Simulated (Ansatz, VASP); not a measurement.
This is a calculation of Zn for Ansatz 0.2.0.

Contents of input.yaml:

```yaml
crystal:
  lattice:
    - [2.2681701736, -1.30848701, 0.0]
    - [2.2681701736, 1.30848701, 0.0]
    - [-1.5917165425, 0.0, 7.3004081919]
  atoms:
    - { symbol: Zn, position: [0.795772, 0.762342, 0.338022] }
    - { symbol: Zn, position: [0.227723, 0.223254, 0.670849] }
    - { symbol: Zn, position: [-0.001009, 0.008454, -0.000555] }
hamiltonian:
  xc: pbesol
  pseudopotentials: { kind: paw }
kpoints:
  mp_grid: { grid: [12, 12, 4] }
scf:
  occupations: { method: fermi_dirac, width: 0.05 }
output:
  forces: true
  stress: true
  eigenvalues: true
```

Potentials or basis: Ansatz PAW.

Launch:

```sh
$ ansatz run input.yaml --threads 1 --pin off --max-ram 3584MiB --backend cpu --events-out ev --progress --plain --runs-dir out
```

Task: Set up the same calculation for VASP 6.6.1. Potentials there: VASP PAW PBE potentials, release 64 (Zn).

Result: As run (the cutoff follows the program's own potentials):

INCAR

```
PREC = Accurate
ENCUT = 520
EDIFF = 1E-7
ISMEAR = -1
SIGMA = 0.05
LREAL = F
LASPH = T
NELM = 100
ALGO = Fast
ISIF = 2
LWAVE = F
LCHARG = F
GGA = PS
NBANDS = 25
```

KPOINTS

```
regular mesh
0
Gamma
  12 12 4
```

File POSCAR:

```
Zn
1.0
    2.2681701736     -1.3084870100      0.0000000000
    2.2681701736      1.3084870100      0.0000000000
   -1.5917165425      0.0000000000      7.3004081919
Zn
3
Direct
    0.7957720000      0.7623420000      0.3380220000
    0.2277230000      0.2232540000      0.6708490000
   -0.0010090000      0.0084540000     -0.0005550000
```

Potentials or basis: VASP PAW PBE potentials, release 64 (Zn).

Run with:

```console
$ cat potpaw_PBE.64/Zn/POTCAR > POTCAR
$ mpirun -np 1 vasp_std > vasp.out
```

Both were run:

|  | VASP | Ansatz | Ansatz less VASP |
| --- | --- | --- | --- |
| gap on the k mesh at the Fermi level (eV) | none | none | - |
| pressure (GPa) | -0.8 | -1.2 | -0.43 |
| traceless stress, the component that is largest in VASP (GPa) | 3.53 | 3.69 | +0.166 |
| rms of the force components (eV/Å) | 0.043 | 0.042 | -0.0010 |

VASP's potentials were made for PBE, not for PBEsol. Atom by atom the forces differ by 0.001 eV/Å (rms over components). A gap of «none» marks a metal or a gap that the smearing closes.
